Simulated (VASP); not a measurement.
# ZnO (P6_3mc) in VASP: a series of runs

Runs on ZnO. Level: PBE. Tasks: single point.

All numbers are computed with VASP 6.6.1; they aren't measurements. Logs are shortened: lines on timing, memory, paths and dates and some standing lists are left out, and cuts for length are marked.

**1. The cell of the first run**

Symmetry: P6_3mc, No. 186, hexagonal system. Conventional cell: a = 3.260 Å, b = 3.260 Å, c = 5.399 Å, α = 90.00°, β = 90.00°, γ = 120.00°. Within 2.7 Å of Zn (site symmetry 3m) lie 4 O at 2.00 to 2.01 Å. Within 2.7 Å of O (site symmetry 3m) lie 4 Zn at 2.00 to 2.01 Å.

**2. Single point, PBE (uniaxial strain along c: +2.0 %, then relaxed in part)**

INCAR reads:

```
SYSTEM = ZnO
PREC = Accurate ; ENCUT = 520
EDIFF = 1E-7 ; ISMEAR = 0
SIGMA = 0.02 ; LREAL = .FALSE.
LASPH = .TRUE. ; NELM = 100
ALGO = Normal ; ISIF = 2
LWAVE = .FALSE. ; LCHARG = .FALSE.
GGA = PE ; NBANDS = 26
```

KPOINTS reads:

```
regular mesh
0
G
  12 12 6
  0 0 0
```

POSCAR reads:

```
ZnO
1.0
    3.2596129268      0.0000000000      0.0000000000
   -1.6298064634      2.8229076011      0.0000000000
    0.0000000000      0.0000000000      5.3990978281
Zn O
2 2
Direct
    0.6666666645      0.3333333355      0.5035731408
    0.3333333355      0.6666666645      0.0035731408
    0.6666666676      0.3333333324      0.8767368592
    0.3333333324      0.6666666676      0.3767368592
```

Potentials or basis: VASP PAW PBE potentials, release 64 (Zn, O).

Started as:

```
$ cat potpaw_PBE.64/Zn/POTCAR potpaw_PBE.64/O/POTCAR > POTCAR
$ mpirun -np 1 vasp_std > vasp.out
```

OUTCAR:

```text
SYSTEM = ZnO
   PREC = Accurate
   ENCUT = 520
   EDIFF = 1E-7
   ISMEAR = 0
   LREAL = .FALSE.
   LASPH = .TRUE.
   NELM = 100
   ISIF = 2
   GGA = PE

 ion  position               nearest neighbor table
   1  0.667  0.333  0.504-   4 2.00   4 2.00   4 2.00   3 2.01
   2  0.333  0.667  0.004-   3 2.00   3 2.00   3 2.00   4 2.01
   3  0.667  0.333  0.877-   2 2.00   2 2.00   2 2.00   1 2.01
   4  0.333  0.667  0.377-   1 2.00   1 2.00   1 2.00   2 2.01

  LATTYP: Found a hexagonal cell.
 ALAT       =     3.2596129268
 C/A-ratio  =     1.6563616446

  Lattice vectors:

 A1 = (   3.2596129268,   0.0000000000,   0.0000000000)
 A2 = (  -1.6298064634,   2.8229076011,   0.0000000000)
 A3 = (   0.0000000000,   0.0000000000,   5.3990978281)

Analysis of symmetry for initial positions (statically):
=====================================================================
 Subroutine PRICEL returns:
 Original cell was already a primitive cell.

 Routine SETGRP: Setting up the symmetry group for a
 hexagonal supercell.

 Subroutine GETGRP returns: Found 12 space group operations
 (whereof  6 operations were pure point group operations)
 out of a pool of 24 trial point group operations.

The static configuration has the point symmetry C_3v.
 The point group associated with its full space group is C_6v.

Analysis of symmetry for dynamics (positions and initial velocities):
=====================================================================
 Subroutine PRICEL returns:
 Original cell was already a primitive cell.

 Routine SETGRP: Setting up the symmetry group for a
 hexagonal supercell.

 Subroutine GETGRP returns: Found 12 space group operations
 (whereof  6 operations were pure point group operations)
 out of a pool of 24 trial point group operations.

The dynamic configuration has the point symmetry C_3v.
 The point group associated with its full space group is C_6v.

 Subroutine INISYM returns: Found 12 space group operations
 (whereof  6 operations are pure point group operations),
 and found     1 'primitive' translations

----------------------------------------------------------------------------------------

                                     Primitive cell

  volume of cell :      49.6803

  direct lattice vectors                    reciprocal lattice vectors
     3.259612927  0.000000000  0.000000000     0.306784892  0.177122340  0.000000000
    -1.629806463  2.822907601  0.000000000     0.000000000  0.354244680  0.000000000
     0.000000000  0.000000000  5.399097828     0.000000000  0.000000000  0.185216129

  length of vectors
     3.259612927  3.259612927  5.399097828     0.354244680  0.354244680  0.185216129

  position of ions in fractional coordinates (direct lattice)
     0.666666664  0.333333336  0.503573141
     0.333333336  0.666666664  0.003573141
     0.666666668  0.333333332  0.876736859
     0.333333332  0.666666668  0.376736859

  ion indices of the primitive-cell ions
   primitive index   ion index
                 1           1
                 2           2
                 3           3
                 4           4

----------------------------------------------------------------------------------------

 KPOINTS: regular mesh

Automatic generation of k-mesh.
 Grid dimensions read from file:
 generate k-points for:   12   12    6

 Generating k-lattice:

  Cartesian coordinates                     Fractional coordinates (reciprocal lattice)
     0.025565408  0.014760195  0.000000000     0.083333333  0.000000000  0.000000000
     0.000000000  0.029520390  0.000000000     0.000000000  0.083333333  0.000000000
     0.000000000  0.000000000  0.030869355     0.000000000  0.000000000  0.166666667

  Length of vectors
     0.029520390  0.029520390  0.030869355

  Shift w.r.t. Gamma in fractional coordinates (k-lattice)
     0.000000000  0.000000000  0.000000000

 Subroutine IBZKPT returns following result:
 ===========================================

 Found     76 irreducible k-points:

 Following reciprocal coordinates:
            Coordinates               Weight
  0.000000  0.000000  0.000000      1.000000
  0.083333  0.000000  0.000000      6.000000
  0.166667  0.000000  0.000000      6.000000
  0.250000  0.000000  0.000000      6.000000
  0.333333  0.000000  0.000000      6.000000
  0.416667  0.000000  0.000000      6.000000
[... 16 lines left out ...]
  0.250000  0.000000  0.166667     12.000000
  0.333333  0.000000  0.166667     12.000000
 [... further k-points ...]
   k-points           NKPTS =     76   k-points in BZ     NKDIM =     76   number of bands    NBANDS=     26
   number of dos      NEDOS =    301   number of ions     NIONS =      4
   total plane-waves  NPLWV =  23040
   dimension x,y,z NGX =    24 NGY =   24 NGZ =   40
   dimension x,y,z NGXF=    48 NGYF=   48 NGZF=   80
   ions per type =               2   2
   NGX,Y,Z   is equivalent  to a cutoff of  12.24, 12.24, 12.32 a.u.
   NGXF,Y,Z  is equivalent  to a cutoff of  24.48, 24.48, 24.63 a.u.
 SYSTEM =  ZnO
   PREC   = accura    normal or accurate (medium, high low for compatibility)
   ISTART =      0    job   : 0-new  1-cont  2-samecut
   ICHARG =      2    charge: 1-file 2-atom 10-const
   ISPIN  =      1    spin polarized calculation?
   LNONCOLLINEAR =      F non collinear calculations
   LSORBIT =      F    spin-orbit coupling
   LASPH  =      T    aspherical Exc in radial PAW
   ENCUT  =  520.0 eV  38.22 Ry    6.18 a.u.   6.06  6.06 10.04*2*pi/ulx,y,z
   NELM   =    100;   NELMIN=  2; NELMDL= -5     # of ELM steps
   EDIFF  = 0.1E-06   stopping-criterion for ELM
   LREAL  =      F    real-space projection
   EDIFFG = 0.1E-05   stopping-criterion for IOM
   NSW    =      0    number of steps for IOM
   IBRION =     -1    ionic relax: 0-MD 1-quasi-New 2-CG
   NFREE  =      0    steps in history (QN), initial steepest desc. (CG)
   ISIF   =      2    stress and relaxation
   ISYM   =      2    0-nonsym 1-usesym 2-fastsym
   POTIM  = 0.5000    time-step for ionic-motion
   TEBEG  =    0.0;   TEEND  =   0.0 temperature during run
   PSTRESS=    0.0 pullay stress
   NELECT =      36.0000    total number of electrons
   NUPDOWN=      -1.0000    fix difference up-down
   EMIN   =  10.00;   EMAX   =-10.00  energy-range for DOS
   EFERMI =   0.00;   METHOD = LEGACY
   ISMEAR =     0;   SIGMA  =   0.02  broadening in eV -4-tet -1-fermi 0-gaus
   EFERMI_NEDOS =   21; number of points for ismear=-14 and -15
   IALGO  =     38    algorithm
   IMIX   =      4    mixing-type and parameters
     AMIX     =   0.40;   BMIX     =  1.00
     AMIX_MAG =   1.60;   BMIX_MAG =  1.00
  volume/ion in A,a.u.               =      12.42        83.81
  Fermi-wavevector in a.u.,A,eV,Ry     =   1.470441  2.778731 29.418486  2.162198
  Thomas-Fermi vector in A             =   2.585698
   LORBIT       =      0    0 simple, 1 ext, 2 COOP (PROOUT), +10 PAW based schemes
   GGA     = PE    functional components
   LHFCALC =     F    Hartree Fock is set to
   AEXX    =    0.0000 exact exchange contribution
   IVDW    =     0    specifies the selected vdW correction
   LEPSILON=     F    determine dielectric tensor
   LRPA    =     F    only Hartree local field effects (RPA)
 non-spin polarized calculation
 Gauss-broadening in eV      SIGMA  =   0.02
  energy-cutoff  :      520.00
  volume of cell :       49.68
 maximum number of plane-waves:      1356
   NGX = 13   NGY = 13   NGZ = 21

 number of electron      36.0000040 magnetization

 Free energy of the ion-electron system (eV)
  ---------------------------------------------------
  ext. energy  EPLUGINS =         0.00000000
  ---------------------------------------------------
  free energy    TOTEN  =       -17.85458061 eV

  energy without entropy =      -17.85458061  energy(sigma->0) =      -17.85458061

 E-fermi :   0.9683     XC(G=0): -10.6883

 val. band max:        0.8449662747   @ k =   0.0000   0.0000   0.0000
 cond. band min:       1.5227515049   @ k =   0.0000   0.0000   0.0000
 fundamental gap:      0.6777852302
 Fermi energy:         0.9683022969

 k-point     1 :       0.0000    0.0000    0.0000
  band No.  band energies     occupation
      1     -16.9297      2.00000
      2     -16.3047      2.00000
      3      -4.6971      2.00000
      4      -4.6620      2.00000
      5      -4.6620      2.00000
      6      -4.5944      2.00000
[... 18 lines left out ...]
     25      14.9096      0.00000
     26      14.9096      0.00000

 k-point     2 :       0.0833    0.0000    0.0000
  band No.  band energies     occupation
      1     -16.8936      2.00000
      2     -16.2873      2.00000
      3      -4.7055      2.00000
      4      -4.6698      2.00000
      5      -4.6422      2.00000
      6      -4.5385      2.00000
[... 18 lines left out ...]
     25      14.4008      0.00000
     26      14.9738      0.00000

 k-point     3 :       0.1667    0.0000    0.0000
  band No.  band energies     occupation
      1     -16.7921      2.00000
      2     -16.2406      2.00000
      3      -4.7969      2.00000
      4      -4.6233      2.00000
      5      -4.5909      2.00000
      6      -4.4903      2.00000
[... 18 lines left out ...]
     25      14.4483      0.00000
     26      14.9896      0.00000

 k-point     4 :       0.2500    0.0000    0.0000
  band No.  band energies     occupation
      1     -16.6453      2.00000
      2     -16.1804      2.00000
      3      -4.8918      2.00000
      4      -4.6034      2.00000
      5      -4.5297      2.00000
      6      -4.4231      2.00000
[... 18 lines left out ...]
     25      14.0559      0.00000
     26      14.8087      0.00000

 k-point     5 :       0.3333    0.0000    0.0000
  band No.  band energies     occupation
      1     -16.4848      2.00000
      2     -16.1288      2.00000
      3      -4.9334      2.00000
      4      -4.6185      2.00000
      5      -4.4821      2.00000
      6      -4.2844      2.00000
[... 18 lines left out ...]
     25      13.9918      0.00000
     26      14.7367      0.00000

 k-point     6 :       0.4167    0.0000    0.0000
  band No.  band energies     occupation
      1     -16.3506      2.00000
      2     -16.1045      2.00000
      3      -4.9037      2.00000
      4      -4.6386      2.00000
      5      -4.4570      2.00000
      6      -4.1380      2.00000
[... 427 lines left out ...]
 k-point    21 :       0.0833    0.0000    0.1667
  band No.  band energies     occupation
      1     -16.8548      2.00000
      2     -16.3298      2.00000
      3      -4.7535      2.00000
      4      -4.6833      2.00000
      5      -4.6400      2.00000
      6      -4.6336      2.00000
[... 18 lines left out ...]
     25      14.2214      0.00000
     26      14.7945      0.00000

 k-point    22 :       0.1667    0.0000    0.1667
  band No.  band energies     occupation
      1     -16.7564      2.00000
      2     -16.2787      2.00000
      3      -4.8310      2.00000
      4      -4.6646      2.00000
      5      -4.5799      2.00000
      6      -4.5593      2.00000
[... 18 lines left out ...]
     25      13.9385      0.00000
     26      14.8217      0.00000

 k-point    23 :       0.2500    0.0000    0.1667
  band No.  band energies     occupation
      1     -16.6146      2.00000
      2     -16.2118      2.00000
      3      -4.9193      2.00000
      4      -4.6715      2.00000
      5      -4.5144      2.00000
      6      -4.4489      2.00000
[... 18 lines left out ...]
     25      14.0665      0.00000
     26      14.7090      0.00000

 k-point    24 :       0.3333    0.0000    0.1667
  band No.  band energies     occupation
      1     -16.4606      2.00000
      2     -16.1521      2.00000
      3      -4.9606      2.00000
      4      -4.6942      2.00000
      5      -4.4612      2.00000
      6      -4.3052      2.00000
[... 18 lines left out ...]
     25      14.0248      0.00000
     26      14.6708      0.00000

 [... further k-points ...]
[... 5 lines left out ...]
  --------------------------------------------------------------------------------------
  -------------------------------------------------------------------------------------
  Total        0.2704925      0.2704925     -0.6674963      0.0000000      0.0000000      0.0000000
  in kB        8.7233208      8.7233208    -21.5266044      0.0000000      0.0000000      0.0000000
  external PRESSURE =      -1.3599876 kB  Pullay stress =       0.0000000 kB

 VOLUME and BASIS-vectors are now :
 -----------------------------------------------------------------------------
  energy-cutoff  :      520.00
  volume of cell :       49.68
      direct lattice vectors                 reciprocal lattice vectors
     3.259612927  0.000000000  0.000000000     0.306784892  0.177122340  0.000000000
    -1.629806463  2.822907601  0.000000000     0.000000000  0.354244680  0.000000000
     0.000000000  0.000000000  5.399097828     0.000000000  0.000000000  0.185216129

 POSITION                                       TOTAL-FORCE (eV/Angst)
 -----------------------------------------------------------------------------------
      1.62981      0.94097      2.71884         0.000000      0.000000      0.006633
      0.00000      1.88194      0.01929        -0.000000      0.000000      0.006633
      1.62981      0.94097      4.73359        -0.000000      0.000000     -0.006633
     -0.00000      1.88194      2.03404         0.000000     -0.000000     -0.006633
 -----------------------------------------------------------------------------------
    total drift:                                0.000002     -0.000002     -0.003261

  FREE ENERGIE OF THE ION-ELECTRON SYSTEM (eV)
  ---------------------------------------------------
  free  energy   TOTEN  =       -17.8545806107 eV

  energy  without entropy=      -17.8545806107  energy(sigma->0) =      -17.85458061
```

It took 33 s on 1 thread of Intel Xeon 6975P-C (Granite Rapids), shared host; peak memory 0.21 GiB.

Results:

```
Free energy            : -17.8546 eV
Pressure               : -0.1 GPa
Largest force          : 0.007 eV/Å
Band gap on the k mesh : 0.68 eV, direct
```

Forces on the atoms (eV/Å):
```
Zn   0.000  0.000  0.007
Zn   0.000  0.000  0.007
O    0.000  0.000 -0.007
O    0.000  0.000 -0.007
```

Stress tensor (GPa, compression positive):
```
 0.87  0.00  0.00
 0.00  0.87  0.00
 0.00  0.00 -2.15
```

Caveat: the cell differs from its parent crystal (uniaxial strain along c: +2.0 %, then relaxed in part).

(Part 1 of 2 ends here.)
